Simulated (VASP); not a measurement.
**Zr: single point with PBE-based screened hybrid with 25 % exact exchange**

Zr:

```
Zr
1.0
     3.18832    0.00000    0.00000
    -1.59416    2.76117    0.00000
     0.00000    0.00000    5.07744
Zr
2
Direct
  0.66667 0.33333 0.75000
  0.33333 0.66667 0.25000
```

```
Program             : VASP 6.6.1
Task                : single point
Functional          : PBE-based screened hybrid with 25 % exact exchange
Potentials or basis : VASP PAW PBE potentials, release 64 (Zr_sv)
Cutoff              : 520 eV
k mesh              : 5 × 5 × 3
Occupations         : fermi-dirac, width 0.05 eV
Spin                : no spin polarisation
```

* Pressure: 5.0 GPa
* Band gap on the k mesh: zero (bands 12 and 13 overlap by 1.30 eV)

Stress tensor (GPa, compression positive):
```
6.14 0.00 0.00
0.00 6.14 0.00
0.00 0.00 2.86
```

Levels at points of the mesh, in eV from the Fermi level:
```csv
k point,band 10,band 11,band 12,band 13,band 14,band 15
"(0.00, 0.00, 0.00)",-3.42,1.24,1.25,1.25,1.51,2.11
```

It took 6.8 min on 1 thread of Intel(R) Xeon(R) 6975P-C (Granite Rapids), on a shared host, peak memory 0.26 GiB.

Caveat: the k points lie up to 0.46 Å⁻¹ apart, too coarse for converged energies and pressures of a metal; the PAW data sets were made with another functional, which shifts forces and pressure a little.
